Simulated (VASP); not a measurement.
# BN (Qingsongite) (F-43m) in VASP: notebook

BN (Qingsongite) is run at these levels: PBE; tasks: single point.

Everything below comes from runs of VASP 6.6.1. Logs are shortened: lines on timing, memory, paths and dates and some standing lists are left out, and cuts for length are marked.

### 1 The cell of the first run

The structure is cubic, space group F-43m (No. 216). Conventional cell: a = 3.615 Å, b = 3.615 Å, c = 3.615 Å, α = 90.00°, β = 90.00°, γ = 90.00°. B (site symmetry -43m) has 4 N at 1.57 Å within 2.1 Å. Within 2.1 Å of N (site symmetry -43m) lie 4 B at 1.57 Å.

### 2 Single point, PBE

INCAR

```
PREC = Accurate ; ENCUT = 600
EDIFF = 1E-6 ; ISMEAR = 0
SIGMA = 0.02 ; LREAL = False
LASPH = True ; NELM = 120
ALGO = Normal ; ISIF = 2
LWAVE = False ; LCHARG = False
GGA = PE ; NBANDS = 11
GGA_COMPAT = False
```

KPOINTS

```
regular mesh
0
Gamma
  12 12 12
```

POSCAR

```
BN
1.0
    0.0000000000      1.8075000000      1.8075000000
    1.8075000000      0.0000000000      1.8075000000
    1.8075000000      1.8075000000      0.0000000000
B N
1 1
Direct
    0.0000000000      0.0000000000      0.0000000000
    0.2500000000      0.2500000000      0.2500000000
```

Potentials or basis: VASP PAW PBE potentials, release 64 (B, N).

Started as:

```sh
$ cat potpaw_PBE.64/B/POTCAR potpaw_PBE.64/N/POTCAR > POTCAR
$ mpirun -np 1 vasp_std > vasp.out
```

OUTCAR:

```text
PREC = Accurate
   ENCUT = 600
   EDIFF = 1E-6
   ISMEAR = 0
   LREAL = False
   LASPH = True
   NELM = 120
   ISIF = 2
   GGA = PE

 ion  position               nearest neighbor table
   1  0.000  0.000  0.000-   2 1.57   2 1.57   2 1.57   2 1.57
   2  0.250  0.250  0.250-   1 1.57   1 1.57   1 1.57   1 1.57

  LATTYP: Found a face centered cubic cell.
 ALAT       =     3.6150000000

  Lattice vectors:

 A1 = (   0.0000000000,   1.8075000000,   1.8075000000)
 A2 = (   1.8075000000,   0.0000000000,   1.8075000000)
 A3 = (   1.8075000000,   1.8075000000,   0.0000000000)

Analysis of symmetry for initial positions (statically):
=====================================================================
 Subroutine PRICEL returns:
 Original cell was already a primitive cell.

 Routine SETGRP: Setting up the symmetry group for a
 face centered cubic supercell.

 Subroutine GETGRP returns: Found 24 space group operations
 (whereof 24 operations were pure point group operations)
 out of a pool of 48 trial point group operations.

The static configuration has the point symmetry T_d .

Analysis of symmetry for dynamics (positions and initial velocities):
=====================================================================
 Subroutine PRICEL returns:
 Original cell was already a primitive cell.

 Routine SETGRP: Setting up the symmetry group for a
 face centered cubic supercell.

 Subroutine GETGRP returns: Found 24 space group operations
 (whereof 24 operations were pure point group operations)
 out of a pool of 48 trial point group operations.

The dynamic configuration has the point symmetry T_d .

 Subroutine INISYM returns: Found 24 space group operations
 (whereof 24 operations are pure point group operations),
 and found     1 'primitive' translations

----------------------------------------------------------------------------------------

                                     Primitive cell

  volume of cell :      11.8104

  direct lattice vectors                    reciprocal lattice vectors
     0.000000000  1.807500000  1.807500000    -0.276625173  0.276625173  0.276625173
     1.807500000  0.000000000  1.807500000     0.276625173 -0.276625173  0.276625173
     1.807500000  1.807500000  0.000000000     0.276625173  0.276625173 -0.276625173

  length of vectors
     2.556191014  2.556191014  2.556191014     0.479128854  0.479128854  0.479128854

  position of ions in fractional coordinates (direct lattice)
     0.000000000  0.000000000  0.000000000
     0.250000000  0.250000000  0.250000000

  ion indices of the primitive-cell ions
   primitive index   ion index
                 1           1
                 2           2

----------------------------------------------------------------------------------------

 KPOINTS: regular mesh

Automatic generation of k-mesh.
 Grid dimensions read from file:
 generate k-points for:   12   12   12

 Generating k-lattice:

  Cartesian coordinates                     Fractional coordinates (reciprocal lattice)
    -0.023052098  0.023052098  0.023052098     0.083333333  0.000000000  0.000000000
     0.023052098 -0.023052098  0.023052098     0.000000000  0.083333333  0.000000000
     0.023052098  0.023052098 -0.023052098     0.000000000  0.000000000  0.083333333

  Length of vectors
     0.039927405  0.039927405  0.039927405

  Shift w.r.t. Gamma in fractional coordinates (k-lattice)
     0.000000000  0.000000000  0.000000000

 Subroutine IBZKPT returns following result:
 ===========================================

 Found     72 irreducible k-points:

 Following reciprocal coordinates:
            Coordinates               Weight
  0.000000  0.000000  0.000000      1.000000
  0.083333  0.000000  0.000000      8.000000
  0.166667  0.000000  0.000000      8.000000
  0.250000  0.000000  0.000000      8.000000
  0.333333  0.000000  0.000000      8.000000
  0.416667  0.000000  0.000000      8.000000
[... 16 lines left out ...]
  0.500000  0.166667  0.000000     24.000000
 -0.416667  0.166667  0.000000     24.000000
 [... further k-points ...]
   k-points           NKPTS =     72   k-points in BZ     NKDIM =     72   number of bands    NBANDS=     11
   number of dos      NEDOS =    301   number of ions     NIONS =      2
   total plane-waves  NPLWV =   8000
   dimension x,y,z NGX =    20 NGY =   20 NGZ =   20
   dimension x,y,z NGXF=    40 NGYF=   40 NGZF=   40
   ions per type =               1   1
   NGX,Y,Z   is equivalent  to a cutoff of  13.01, 13.01, 13.01 a.u.
   NGXF,Y,Z  is equivalent  to a cutoff of  26.01, 26.01, 26.01 a.u.
 SYSTEM =  unknown system
   PREC   = accura    normal or accurate (medium, high low for compatibility)
   ISTART =      0    job   : 0-new  1-cont  2-samecut
   ICHARG =      2    charge: 1-file 2-atom 10-const
   ISPIN  =      1    spin polarized calculation?
   LNONCOLLINEAR =      F non collinear calculations
   LSORBIT =      F    spin-orbit coupling
   LASPH  =      T    aspherical Exc in radial PAW
   ENCUT  =  600.0 eV  44.10 Ry    6.64 a.u.   5.11  5.11  5.11*2*pi/ulx,y,z
   NELM   =    120;   NELMIN=  2; NELMDL= -5     # of ELM steps
   EDIFF  = 0.1E-05   stopping-criterion for ELM
   LREAL  =      F    real-space projection
   EDIFFG = 0.1E-04   stopping-criterion for IOM
   NSW    =      0    number of steps for IOM
   IBRION =     -1    ionic relax: 0-MD 1-quasi-New 2-CG
   NFREE  =      0    steps in history (QN), initial steepest desc. (CG)
   ISIF   =      2    stress and relaxation
   ISYM   =      2    0-nonsym 1-usesym 2-fastsym
   POTIM  = 0.5000    time-step for ionic-motion
   TEBEG  =    0.0;   TEEND  =   0.0 temperature during run
   PSTRESS=    0.0 pullay stress
   NELECT =       8.0000    total number of electrons
   NUPDOWN=      -1.0000    fix difference up-down
   EMIN   =  10.00;   EMAX   =-10.00  energy-range for DOS
   EFERMI =   0.00;   METHOD = LEGACY
   ISMEAR =     0;   SIGMA  =   0.02  broadening in eV -4-tet -1-fermi 0-gaus
   EFERMI_NEDOS =   21; number of points for ismear=-14 and -15
   IALGO  =     38    algorithm
   IMIX   =      4    mixing-type and parameters
     AMIX     =   0.40;   BMIX     =  1.00
     AMIX_MAG =   1.60;   BMIX_MAG =  1.00
  volume/ion in A,a.u.               =       5.91        39.85
  Fermi-wavevector in a.u.,A,eV,Ry     =   1.437749  2.716952 28.124920  2.067123
  Thomas-Fermi vector in A             =   2.556793
   LORBIT       =      0    0 simple, 1 ext, 2 COOP (PROOUT), +10 PAW based schemes
   GGA     = PE    functional components
   LHFCALC =     F    Hartree Fock is set to
   AEXX    =    0.0000 exact exchange contribution
   IVDW    =     0    specifies the selected vdW correction
   LEPSILON=     F    determine dielectric tensor
   LRPA    =     F    only Hartree local field effects (RPA)
 non-spin polarized calculation
 Gauss-broadening in eV      SIGMA  =   0.02
  energy-cutoff  :      600.00
  volume of cell :       11.81
 maximum number of plane-waves:       411
   NGX = 11   NGY = 11   NGZ = 11

 number of electron       7.9999999 magnetization

 Free energy of the ion-electron system (eV)
  ---------------------------------------------------
  ext. energy  EPLUGINS =         0.00000000
  ---------------------------------------------------
  free energy    TOTEN  =       -17.45341780 eV

  energy without entropy =      -17.45341780  energy(sigma->0) =      -17.45341780

 E-fermi :   7.5039     XC(G=0): -12.8222

 val. band max:        7.4024819744   @ k =   0.0000   0.0000   0.0000
 cond. band min:      11.8620025805   @ k =   0.5000   0.5000   0.0000
 fundamental gap:      4.4595206061
 Fermi energy:         7.5038769691

 k-point     1 :       0.0000    0.0000    0.0000
  band No.  band energies     occupation
      1     -12.8283      2.00000
      2       7.4025      2.00000
      3       7.4025      2.00000
      4       7.4025      2.00000
      5      16.2223      0.00000
      6      16.2223      0.00000
      7      16.2223      0.00000
      8      17.7525      0.00000
      9      32.1550      0.00000
     10      35.1689      0.00000
     11      35.1689      0.00000

 k-point     2 :       0.0833    0.0000    0.0000
  band No.  band energies     occupation
      1     -12.6592      2.00000
      2       6.4904      2.00000
      3       7.2220      2.00000
      4       7.2220      2.00000
      5      16.4326      0.00000
      6      16.4967      0.00000
      7      16.4967      0.00000
      8      18.3150      0.00000
      9      31.9513      0.00000
     10      32.9606      0.00000
     11      32.9606      0.00000

 k-point     3 :       0.1667    0.0000    0.0000
  band No.  band energies     occupation
      1     -12.1585      2.00000
      2       4.3906      2.00000
      3       6.7823      2.00000
      4       6.7823      2.00000
      5      16.7477      0.00000
      6      17.1335      0.00000
      7      17.1335      0.00000
      8      19.6418      0.00000
      9      31.3995      0.00000
     10      31.4052      0.00000
     11      31.4052      0.00000

 k-point     4 :       0.2500    0.0000    0.0000
  band No.  band energies     occupation
      1     -11.3496      2.00000
      2       1.9244      2.00000
      3       6.2747      2.00000
      4       6.2747      2.00000
      5      17.0494      0.00000
      6      17.7418      0.00000
      7      17.7418      0.00000
      8      20.9735      0.00000
      9      30.8521      0.00000
     10      31.0018      0.00000
     11      31.0018      0.00000
[... 239 lines left out ...]
 k-point    22 :       0.4167    0.1667    0.0000
  band No.  band energies     occupation
      1      -9.3997      2.00000
      2      -0.7712      2.00000
      3       4.2680      2.00000
      4       4.4477      2.00000
      5      15.9087      0.00000
      6      19.8211      0.00000
      7      20.2858      0.00000
      8      21.1689      0.00000
      9      27.7940      0.00000
     10      33.6326      0.00000
     11      35.8140      0.00000

 k-point    23 :       0.5000    0.1667    0.0000
  band No.  band energies     occupation
      1      -8.4331      2.00000
      2      -2.3265      2.00000
      3       3.6819      2.00000
      4       4.5204      2.00000
      5      16.2637      0.00000
      6      19.7551      0.00000
      7      20.0416      0.00000
      8      22.4748      0.00000
      9      28.1688      0.00000
     10      33.8099      0.00000
     11      35.0180      0.00000

 k-point    24 :      -0.4167    0.1667    0.0000
  band No.  band energies     occupation
      1      -8.2482      2.00000
      2      -2.5949      2.00000
      3       3.2796      2.00000
      4       4.8355      2.00000
      5      16.7162      0.00000
      6      19.6091      0.00000
      7      19.6456      0.00000
      8      23.0927      0.00000
      9      28.4564      0.00000
     10      32.7530      0.00000
     11      34.0824      0.00000

 [... further k-points ...]

------------------------ aborting loop because EDIFF is reached ----------------------------------------

  FORCE on cell =-STRESS in cart. coord.  units (eV):
  Direction    XX          YY          ZZ          XY          YZ          ZX
  --------------------------------------------------------------------------------------
  -------------------------------------------------------------------------------------
  Total        0.2225984      0.2225984      0.2225984      0.0000000      0.0000000     -0.0000000
  in kB       30.1972697     30.1972697     30.1972697      0.0000000      0.0000000     -0.0000000
  external PRESSURE =      30.1972697 kB  Pullay stress =       0.0000000 kB

 VOLUME and BASIS-vectors are now :
 -----------------------------------------------------------------------------
  energy-cutoff  :      600.00
  volume of cell :       11.81
      direct lattice vectors                 reciprocal lattice vectors
     0.000000000  1.807500000  1.807500000    -0.276625173  0.276625173  0.276625173
     1.807500000  0.000000000  1.807500000     0.276625173 -0.276625173  0.276625173
     1.807500000  1.807500000  0.000000000     0.276625173  0.276625173 -0.276625173

 POSITION                                       TOTAL-FORCE (eV/Angst)
 -----------------------------------------------------------------------------------
      0.00000      0.00000      0.00000        -0.000000     -0.000000     -0.000000
      0.90375      0.90375      0.90375         0.000000      0.000000      0.000000
 -----------------------------------------------------------------------------------
    total drift:                                0.000000      0.000000      0.000000

  FREE ENERGIE OF THE ION-ELECTRON SYSTEM (eV)
  ---------------------------------------------------
  free  energy   TOTEN  =       -17.4534178014 eV

  energy  without entropy=      -17.4534178014  energy(sigma->0) =      -17.45341780
```

It took 7.3 s on 1 thread of AMD EPYC 7R13 (Zen 3), shared host; peak memory 0.09 GiB.

What came out:

```
Free energy            : -17.4534 eV
Pressure               : 3.0 GPa
Band gap on the k mesh : 4.46 eV, indirect (least direct gap 8.82 eV)
```

Levels at points of the mesh, in eV from the valence-band top:
| k point | band 1 | band 2 | band 3 | band 4 | band 5 | band 6 | band 7 | band 8 |
| --- | --- | --- | --- | --- | --- | --- | --- | --- |
| (0.00, 0.00, 0.00) | -20.23 | 0.00 | 0.00 | 0.00 | 8.82 | 8.82 | 8.82 | 10.35 |
| (0.50, 0.00, 0.00) | -16.01 | -10.69 | -1.94 | -1.94 | 10.15 | 10.71 | 10.71 | 15.26 |
| (0.50, 0.50, 0.00) | -14.65 | -8.92 | -4.90 | -4.90 | 4.46 | 9.23 | 17.92 | 17.92 |

### 3 Single point, PBE (volume scaled by 0.97)

INCAR

```
PREC = Accurate
ENCUT = 600
EDIFF = 1E-6
ISMEAR = 0
SIGMA = 0.02
LREAL = False
LASPH = True
NELM = 120
ALGO = Normal
ISIF = 2
LWAVE = False
LCHARG = False
GGA = PE
NBANDS = 11
GGA_COMPAT = False
```

KPOINTS is that of step 2.

POSCAR

```
BN
1.0
    0.0000000000      1.7940190517      1.7940190517
    1.7940190517      0.0000000000      1.7940190517
    1.7940190517      1.7940190517      0.0000000000
B N
1 1
Direct
    0.0000000000      0.0000000000      0.0000000000
    0.2500000000      0.2500000000      0.2500000000
```

Potentials or basis: VASP PAW PBE potentials, release 64 (B, N).

Started as:

```sh
$ cat potpaw_PBE.64/B/POTCAR potpaw_PBE.64/N/POTCAR > POTCAR
$ mpirun -np 1 vasp_std > vasp.out
```

Wall time 7.3 s (1 thread of AMD EPYC 7R13 (Zen 3), shared host); peak memory 0.09 GiB.

The run converged. Its results:

```yaml
Free_energy: -17.4404 eV
Pressure: 12.0 GPa
Band_gap_on_the_k_mesh: 4.48 eV, indirect (least direct gap 8.93 eV)
```

Levels at points of the mesh, in eV from the valence-band top:
```csv
k point,band 1,band 2,band 3,band 4,band 5,band 6,band 7,band 8
"(0.00, 0.00, 0.00)",-20.49,0.00,0.00,0.00,8.93,8.93,8.93,10.72
"(0.50, 0.00, 0.00)",-16.16,-10.90,-1.98,-1.98,10.44,10.83,10.83,15.49
"(0.50, 0.50, 0.00)",-14.77,-9.06,-5.02,-5.02,4.48,9.36,18.27,18.27
```

 A k mesh can miss the band edges.
